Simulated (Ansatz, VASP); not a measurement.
## Two plane-wave programs on Rh

INCAR

```
PREC = Accurate
ENCUT = 520
EDIFF = 1E-7
ISMEAR = -1
SIGMA = 0.1
LREAL = F
LASPH = T
NELM = 100
ALGO = Normal
ISIF = 2
LWAVE = F
LCHARG = T
GGA = PE
LELF = T
LVHAR = T
NBANDS = 14
```

The input KPOINTS:

```
regular mesh
0
Gamma
  17 17 15
```

POSCAR

```
Rh
1.0
    2.6387682080      0.0000000000      0.0000000000
   -1.3193841040      2.2852403028      0.0000000000
    0.0000000000      0.0000000000      2.5457552804
Rh
1
Direct
    0.0000000000      0.0000000000      0.0000000000
```

Input for Ansatz:

```yaml
crystal:
  lattice:
    - [2.638768208, 0.0, 0.0]
    - [-1.319384104, 2.2852403028, 0.0]
    - [0.0, 0.0, 2.5457552804]
  atoms:
    - { symbol: Rh, position: [0.0, 0.0, 0.0] }
kpoints:
  mp_grid: { grid: [17, 17, 15] }
scf:
  occupations: { method: fermi_dirac, width: 0.1 }
hamiltonian:
  xc: pbe
  pseudopotentials: { kind: nc }
output:
  forces: true
  stress: true
  eigenvalues: true
```

Change from the starting cell: volume scaled by 1, norm-conserving files.

Alike in both runs: task single point; functional PBE; k mesh 17 × 17 × 15; occupations fermi-dirac, width 0.1 eV; no spin polarisation.

|  | VASP | Ansatz |
| --- | --- | --- |
| version | VASP 6.6.1 | Ansatz 0.2.0 |
| potentials or method | VASP PAW PBE potentials, release 64 (Rh_pv) | norm-conserving pseudopotentials, scalar-relativistic |
| plane-wave cutoff (eV) | 520 | 1197 |
| valence electrons in the cell | 15 | 17 |

|  | VASP | Ansatz | Ansatz less VASP |
| --- | --- | --- | --- |
| pressure (GPa) | 0.0 | 0.0 | +0.01 |

With one functional, cell and mesh, what is left measures potentials, basis and numerics. VASP's potentials hold 15 valence electrons a cell and Ansatz's 17, so a difference there can come from the potentials and not from the codes.
